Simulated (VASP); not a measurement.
Here is a VASP 6.6.1 calculation.

File INCAR:

```
SYSTEM = CuSi16
ALGO = Normal
EDIFF = 1E-7
ENCUT = 520
GGA = PE
ISIF = 2
ISMEAR = 0
LASPH = .TRUE.
LCHARG = .TRUE.
LELF = .TRUE.
LREAL = Auto
LVHAR = .TRUE.
LWAVE = .FALSE.
NBANDS = 52
NELECT = 74.0
NELM = 100
PREC = Accurate
SIGMA = 0.02
```

File KPOINTS:

```
k-points
0
G
  2 2 2
  0 0 0
```

File POSCAR:

```
CuSi16
1.0
    0.0000000000      5.4300000000      5.4300000000
    5.4300000000      0.0000000000      5.4300000000
    5.4300000000      5.4300000000      0.0000000000
Si Cu
16 1
Direct
    0.0071149171      0.0233810313     -0.0384810313
    0.1209343462      0.1160266114      0.1230161142
   -0.0031463168     -0.0055321363      0.4969757827
    0.1383290055      0.1341188766      0.5896976980
   -0.0096648250      0.5061950276      0.0043375691
    0.1156518416      0.6519768877      0.1170175875
   -0.0012209945      0.5116038674      0.4914311234
    0.1215574586      0.6203071823      0.6323524862
    0.5030758748     -0.0135672192      0.0072314917
    0.6392933702      0.1163685083      0.1236366483
    0.5119074586     -0.0055453959      0.4975505525
    0.6243575506      0.1175196133      0.6346087477
    0.4990266114      0.5064034070      0.0048227440
    0.6193190608      0.6123586556      0.1497442910
    0.4941554328      0.4915152855      0.5210031308
    0.6264197974      0.6202465009      0.6327175875
    0.2743838858      0.2855058011      1.1652361878
```

Potentials or basis: VASP PAW PBE potentials, release 64 (Si, Cu).

Run with:

```console
$ cat potpaw_PBE.64/Si/POTCAR potpaw_PBE.64/Cu/POTCAR > POTCAR
$ mpirun -np 1 vasp_std > vasp.out
```

Predict the largest force.

0.023 eV/Å.

Forces in eV/Å, atoms in the order of the input:
```
Si   0.001  0.006 -0.003
Si   0.001 -0.017 -0.015
Si   0.009  0.009  0.008
Si   0.017  0.000 -0.008
Si  -0.006 -0.013 -0.001
Si   0.016 -0.005  0.002
Si  -0.005  0.011 -0.012
Si  -0.009  0.004  0.011
Si  -0.014  0.000  0.011
Si  -0.008  0.014  0.015
Si   0.003 -0.006 -0.004
Si  -0.001 -0.008  0.004
Si  -0.012  0.002  0.017
Si   0.012  0.002 -0.007
Si   0.001 -0.004  0.006
Si  -0.006 -0.012 -0.008
Cu   0.000  0.017 -0.016
```

Caveat: the k points lie up to 0.50 Å⁻¹ apart; the cell carries a net charge on a neutralising background, which shifts energy and pressure.
